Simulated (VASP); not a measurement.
AlN, 2 atoms in the cell. The structure is trigonal, space group R3m (No. 160). Conventional cell: a = 3.089 Å, b = 3.089 Å, c = 7.566 Å, α = 90.00°, β = 90.00°, γ = 120.00°. Within 2.5 Å of Al (site symmetry 3m) lie 4 N at 1.88 to 1.94 Å. N (site symmetry 3m) has 4 Al at 1.88 to 1.94 Å within 2.5 Å.  This cell differs from its parent crystal: all Al atoms moved +0.050 Å, as atom 1 along Cartesian [1 1 1].

| Property | Result |
| --- | --- |
| Program | VASP 6.6.1 |
| Task | single point |
| Functional | r2SCAN |
| Potentials or basis | VASP PAW PBE potentials, release 64 (Al, N) |
| Cutoff | 520 eV |
| k mesh | 10 × 10 × 10 |
| Occupations | gaussian, width 0.05 eV |
| Spin | no spin polarisation |
| Dipole correction | no |
| Further INCAR settings | ALGO = Normal; EDIFF = 1e-06; NBANDS = 11 |

Potentials or basis: VASP PAW PBE potentials, release 64 (Al, N).

Launch:

```sh
$ cat potpaw_PBE.64/Al/POTCAR potpaw_PBE.64/N/POTCAR > POTCAR
$ cp INCAR.step1 INCAR
$ mpirun -np 1 vasp_std > vasp.out
$ cp INCAR.step2 INCAR
$ mpirun -np 1 vasp_std > vasp.out
```

Hardware: 1 thread of Intel(R) Xeon(R) Platinum 8375C CPU @ 2.90GHz (Ice Lake), with other jobs on the host.

Q: How long does it take, and how much memory?

A: Wall time 60 s on 1 thread of Intel(R) Xeon(R) Platinum 8375C CPU @ 2.90GHz (Ice Lake), on a shared host, peak memory 0.15 GiB. Counts: k points 116.
